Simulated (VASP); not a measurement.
# Si16B (a cell with a defect) in VASP: single point with PBEsol

Aim: the single point of Si16B (a cell with a defect) with PBEsol.

All numbers are computed with VASP 6.6.1; they aren't measurements. Logs are shortened: lines on timing, memory, paths and dates and some standing lists are left out, and cuts for length are marked.

## 1. The cell of the first run

The cell holds a defect, 17 atoms: a = 7.679 Å, b = 7.679 Å, c = 7.679 Å, α = 60.00°, β = 60.00°, γ = 60.00°.

## 2. Single point, PBEsol, collinear spin, ferromagnetic start

The input, INCAR:

```
SYSTEM = Si16B
PREC = Accurate ; ENCUT = 520
EDIFF = 1E-6 ; ISMEAR = 0
SIGMA = 0.02 ; LREAL = Auto
LASPH = .TRUE. ; NELM = 150
ALGO = Normal ; ISIF = 2
LWAVE = .FALSE. ; LCHARG = .FALSE.
ISPIN = 2 ; MAGMOM = 0 0 0 0 0 0 0 0 0 0 0 0 0 0 0 0 1
LORBIT = 11 ; GGA = PS
NBANDS = 52
```

The input, KPOINTS:

```
Automatic mesh
0
G
  2 2 2
  0 0 0
```

The input, POSCAR:

```
Si16B
1.0
    0.0000000000      5.4300000000      5.4300000000
    5.4300000000      0.0000000000      5.4300000000
    5.4300000000      5.4300000000      0.0000000000
Si B
16 1
Direct
    0.0020993337     -0.0036107064     -0.0027051584
    0.1272344702      0.1220502834      0.1229217851
    0.0020483043      0.0029390997      0.4954369979
    0.1261799809      0.1255631645      0.6210816624
    0.0028070895      0.4944244303      0.0033391452
    0.1265120988      0.6201547494      0.1261597734
    0.0025245916      0.4971889567      0.4977575564
    0.1116160067      0.6293216567      0.6298958783
    0.5003955230     -0.0005869369     -0.0010002183
    0.6257578817      0.1228974921      0.1232314522
    0.4982746827      0.0033948202      0.4953900156
    0.6265480523      0.1233944916      0.6225226470
    0.4984921299      0.4949633199      0.0034093944
    0.6278188279      0.6232751308      0.1207465362
    0.4951220314      0.5079552297      0.5050350562
    0.6299340362      0.6307128465      0.6307924706
    0.7405234589      0.7668159318      0.7620363457
```

Potentials or basis: VASP PAW PBE potentials, release 64 (Si, B).

Command:

```sh
$ cat potpaw_PBE.64/Si/POTCAR potpaw_PBE.64/B/POTCAR > POTCAR
$ mpirun -np 1 vasp_std > vasp.out
```

OUTCAR:

```text
SYSTEM = Si16B
   PREC = Accurate
   ENCUT = 520
   EDIFF = 1E-6
   ISMEAR = 0
   LREAL = Auto
   LASPH = .TRUE.
   NELM = 150
   ISIF = 2
   ISPIN = 2
   LORBIT = 11
   GGA = PS

 ion  position               nearest neighbor table
   1  0.002  0.996  0.997-   4 2.36   6 2.36  10 2.36   2 2.36
   2  0.127  0.122  0.123-   5 2.34   3 2.34   9 2.34   1 2.36
   3  0.002  0.003  0.495-   4 2.33   2 2.34   8 2.34  12 2.35
   4  0.126  0.126  0.621-   7 2.33  11 2.33   3 2.33   1 2.36
   5  0.003  0.494  0.003-   6 2.33   2 2.34   8 2.34  14 2.35
   6  0.127  0.620  0.126-   7 2.33  13 2.33   5 2.33   1 2.36
   7  0.003  0.497  0.498-   6 2.33   4 2.33  16 2.34   8 2.34
   8  0.112  0.629  0.630-  17 2.33   7 2.34   5 2.34   3 2.34  15 2.41
   9  0.500  0.999  0.999-  10 2.34   2 2.34  14 2.36  12 2.36  17 2.55
  10  0.626  0.123  0.123-  13 2.33  11 2.33   9 2.34   1 2.36
  11  0.498  0.003  0.495-   4 2.33  10 2.33  16 2.34  12 2.35
  12  0.627  0.123  0.623-  17 2.24  11 2.35   3 2.35   9 2.36  15 2.41
  13  0.498  0.495  0.003-   6 2.33  10 2.33  16 2.34  14 2.35
  14  0.628  0.623  0.121-  17 2.26  13 2.35   5 2.35   9 2.36  15 2.41
  15  0.495  0.508  0.505-  16 2.40   8 2.41  14 2.41  12 2.41
  16  0.630  0.631  0.631-   7 2.34  13 2.34  11 2.34  17 2.37  15 2.40
  17  0.741  0.767  0.762-  12 2.24  14 2.26   8 2.33  16 2.37   9 2.55

  LATTYP: Found a face centered cubic cell.
 ALAT       =    10.8600000000

  Lattice vectors:

 A1 = (   0.0000000000,   5.4300000000,   5.4300000000)
 A2 = (   5.4300000000,   0.0000000000,   5.4300000000)
 A3 = (   5.4300000000,   5.4300000000,   0.0000000000)

Analysis of symmetry for initial positions (statically):
=====================================================================
 Subroutine PRICEL returns:
 Original cell was already a primitive cell.

 Routine SETGRP: Setting up the symmetry group for a
 face centered cubic supercell.

 Subroutine GETGRP returns: Found  1 space group operations
 (whereof  1 operations were pure point group operations)
 out of a pool of 48 trial point group operations.

The static configuration has the point symmetry C_1 .

Analysis of symmetry for dynamics (positions and initial velocities):
=====================================================================
 Subroutine PRICEL returns:
 Original cell was already a primitive cell.

 Routine SETGRP: Setting up the symmetry group for a
 face centered cubic supercell.

 Subroutine GETGRP returns: Found  1 space group operations
 (whereof  1 operations were pure point group operations)
 out of a pool of 48 trial point group operations.

The dynamic configuration has the point symmetry C_1 .

Analysis of structural, dynamic, and magnetic symmetry:
=====================================================================
[... 173 lines left out ...]

 E-fermi :   6.2259     XC(G=0):  -9.7081

 val. band max:        6.1741673019   @ k =   0.5000   0.5000   0.5000
 cond. band min:       6.2776891148   @ k =   0.0000   0.0000   0.0000
 fundamental gap:      0.1035218129
 Fermi energy:         6.2259266761

 spin component 1

 k-point     1 :       0.0000    0.0000    0.0000
  band No.  band energies     occupation
      1      -6.3524      1.00000
      2      -3.9928      1.00000
      3      -3.9021      1.00000
      4      -3.8507      1.00000
      5      -3.8013      1.00000
      6      -2.4932      1.00000
[... 373 lines left out ...]
     44       9.8954      0.00000
     45      10.0545      0.00000
 Fermi energy:         6.2259266761

 spin component 2

 k-point     1 :       0.0000    0.0000    0.0000
  band No.  band energies     occupation
      1      -6.3524      1.00000
      2      -3.9928      1.00000
      3      -3.9021      1.00000
      4      -3.8507      1.00000
      5      -3.8013      1.00000
      6      -2.4932      1.00000
[... 373 lines left out ...]
     44       9.8955      0.00000
     45      10.0545      0.00000
 [bands above 45 left out]

------------------------ aborting loop because EDIFF is reached ----------------------------------------

  FORCE on cell =-STRESS in cart. coord.  units (eV):
  Direction    XX          YY          ZZ          XY          YZ          ZX
  --------------------------------------------------------------------------------------
  -------------------------------------------------------------------------------------
  Total        2.5420910      2.6804172      2.6609905     -0.0672821     -0.2176614     -0.0176662
  in kB       12.7195630     13.4116898     13.3144865     -0.3366513     -1.0890870     -0.0883943
  external PRESSURE =      13.1485798 kB  Pullay stress =       0.0000000 kB

 VOLUME and BASIS-vectors are now :
 -----------------------------------------------------------------------------
  energy-cutoff  :      520.00
  volume of cell :      320.21
      direct lattice vectors                 reciprocal lattice vectors
     0.000000000  5.430000000  5.430000000    -0.092081031  0.092081031  0.092081031
     5.430000000  0.000000000  5.430000000     0.092081031 -0.092081031  0.092081031
     5.430000000  5.430000000  0.000000000     0.092081031  0.092081031 -0.092081031

 POSITION                                       TOTAL-FORCE (eV/Angst)
 -----------------------------------------------------------------------------------
     10.82570      5.42671      5.42179        -0.009592     -0.003958     -0.004236
      1.33020      1.35835      1.35362         0.004225     -0.001481     -0.000566
      2.70618      2.70135      0.02708        -0.004371      0.007192     -0.006469
      4.05428      4.05763      1.36697         0.003421     -0.002575      0.002908
      2.70286      0.03337      2.69997        -0.004251     -0.007297      0.006580
      4.05249      1.37201      4.05440         0.004332      0.003139     -0.002583
[... 9 lines left out ...]
      6.84997      6.84574      6.84531        -0.011930     -0.013770     -0.013937
      8.30167      8.15890      8.18485         0.015412     -0.001194      0.000774
 -----------------------------------------------------------------------------------
    total drift:                               -0.004263     -0.002163     -0.004764

  FREE ENERGIE OF THE ION-ELECTRON SYSTEM (eV)
  ---------------------------------------------------
  free  energy   TOTEN  =       -94.2911505093 eV

  energy  without entropy=      -94.2911470366  energy(sigma->0) =      -94.29114877

 total charge

# of ion       s       p       d       tot
------------------------------------------
    1        0.742   0.953   0.000   1.694
    2        0.745   0.949   0.000   1.694
    3        0.758   0.927   0.000   1.685
    4        0.742   0.955   0.000   1.696
    5        0.758   0.929   0.000   1.687
    6        0.741   0.955   0.000   1.696
[... 9 lines left out ...]
   16        0.740   0.942   0.000   1.681
   17        0.813   0.769   0.000   1.582
--------------------------------------------------
tot         12.815  15.758   0.000  28.574

 magnetization (x)

# of ion       s       p       d       tot
------------------------------------------
    1       -0.000  -0.000   0.000  -0.000
    2       -0.000   0.000   0.000   0.000
    3       -0.000  -0.000   0.000  -0.000
    4        0.000   0.000   0.000   0.000
    5       -0.000  -0.000   0.000  -0.000
    6        0.000   0.000   0.000   0.000
[... 9 lines left out ...]
   16       -0.000  -0.000   0.000  -0.000
   17       -0.000  -0.000   0.000  -0.000
--------------------------------------------------
tot         -0.000  -0.000   0.000  -0.000
```

OSZICAR:

```text
N       E                     dE             d eps       ncg     rms          rms(c)
DAV:   1     0.145334561537E+03    0.14533E+03   -0.25529E+04  1664   0.106E+03
DAV:   2    -0.821812470569E+02   -0.22752E+03   -0.21274E+03  2044   0.160E+02
DAV:   3    -0.958130453349E+02   -0.13632E+02   -0.13321E+02  2116   0.345E+01
DAV:   4    -0.960840371552E+02   -0.27099E+00   -0.26965E+00  2112   0.592E+00
DAV:   5    -0.960905534581E+02   -0.65163E-02   -0.65084E-02  2136   0.859E-01    0.145E+01
DAV:   6    -0.948071099613E+02    0.12834E+01   -0.13336E+00  2040   0.369E+00    0.871E+00
DAV:   7    -0.942805470806E+02    0.52656E+00   -0.11261E+00  1936   0.301E+00    0.183E+00
DAV:   8    -0.942879389127E+02   -0.73918E-02   -0.11239E-01  2088   0.107E+00    0.524E-01
DAV:   9    -0.942898722264E+02   -0.19333E-02   -0.56716E-03  2000   0.320E-01    0.329E-01
DAV:  10    -0.942907672280E+02   -0.89500E-03   -0.14997E-03  1984   0.135E-01    0.154E-01
DAV:  11    -0.942910806055E+02   -0.31338E-03   -0.34989E-04  2016   0.668E-02    0.713E-02
DAV:  12    -0.942911351722E+02   -0.54567E-04   -0.78646E-05  2036   0.359E-02    0.321E-02
DAV:  13    -0.942911480426E+02   -0.12870E-04   -0.15204E-05  1960   0.152E-02    0.947E-03
DAV:  14    -0.942911501106E+02   -0.20680E-05   -0.34084E-06  1716   0.661E-03    0.360E-03
DAV:  15    -0.942911505093E+02   -0.39873E-06   -0.52511E-07  1168   0.259E-03
   1 F= -.94291151E+02 E0= -.94291149E+02  d E =-.347270E-05  mag=    -0.0000
```

Wall time 4.7 min (1 thread of Intel Xeon Platinum 8488C (Sapphire Rapids), shared host); peak memory 0.7 GiB.

Results:

```yaml
Free_energy: -94.2912 eV
Pressure: 1.3 GPa
Largest_force: 0.023 eV/Å
Net_moment: 0.00 μB per cell
Valence_electrons_inside_the_program's_atomic_spheres: Si 1.69, 1.70, 1.68, 1.67; B 1.58
```

Forces in eV/Å, atoms in the order of the input:
```
Si  -0.010 -0.004 -0.004
Si   0.004 -0.001 -0.001
Si  -0.004  0.007 -0.006
Si   0.003 -0.003  0.003
Si  -0.004 -0.007  0.007
Si   0.004  0.003 -0.003
Si   0.013  0.002  0.001
Si  -0.003  0.004  0.005
Si   0.004  0.003  0.001
Si   0.001  0.001  0.003
Si  -0.004  0.012 -0.004
Si  -0.006 -0.002  0.001
Si  -0.003 -0.004  0.011
Si  -0.004  0.001 -0.003
Si   0.005  0.001  0.000
Si  -0.012 -0.014 -0.014
B    0.015 -0.001  0.001
```

Caveat: the k points lie up to 0.50 Å⁻¹ apart; the PAW data sets were made with another functional, which shifts forces and pressure a little.
